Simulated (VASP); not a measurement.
Set up this calculation in VASP 6.6.1, as the native input.

```yaml
Task: single point
Functional: PBE
Potentials_or_basis: VASP PAW PBE potentials, release 64 (Ru_pv, S)
Cutoff: 520 eV
k_mesh: 10 × 10 × 10
Occupations: gaussian, width 0.05 eV
Spin: no spin polarisation
Dipole_correction: no
Further_INCAR_settings: ALGO = Normal; EDIFF = 1e-06; NBANDS = 17
```

The structure of RuS lies in POSCAR:

```
RuS
1.0
    0.0000000000      2.6005202392      2.6005202392
    2.6005202392      0.0000000000      2.6005202392
    2.6005202392      2.6005202392      0.0000000000
Ru S
1 1
Direct
    0.0000000000      0.0000000000      0.0000000000
    0.2500000000      0.2500000000      0.2500000000
```

These files were run (other wordings do the same):

INCAR

```
  ALGO = Normal
  EDIFF = 1E-6
  ENCUT = 520
  GGA = PE
  ISIF = 2
  ISMEAR = 0
  LASPH = True
  LCHARG = False
  LREAL = False
  LWAVE = False
  NBANDS = 17
  NELM = 60
  PREC = Accurate
  SIGMA = 0.05
```

KPOINTS

```
k-points
0
Gamma
  10 10 10
```

Potentials or basis: VASP PAW PBE potentials, release 64 (Ru_pv, S).

Command:

```sh
$ cat potpaw_PBE.64/Ru_pv/POTCAR potpaw_PBE.64/S/POTCAR > POTCAR
$ mpirun -np 1 vasp_std > vasp.out
```

It gave:

| Property | Result |
| --- | --- |
| Pressure | -0.2 GPa |
| Band gap on the k mesh | zero (band 10 reaches 10.49 eV, above the bottom of band 11 at 7.59 eV) |

It took 17 s on 1 thread of Intel Xeon 6975P-C, on a shared host, peak memory 0.17 GiB.
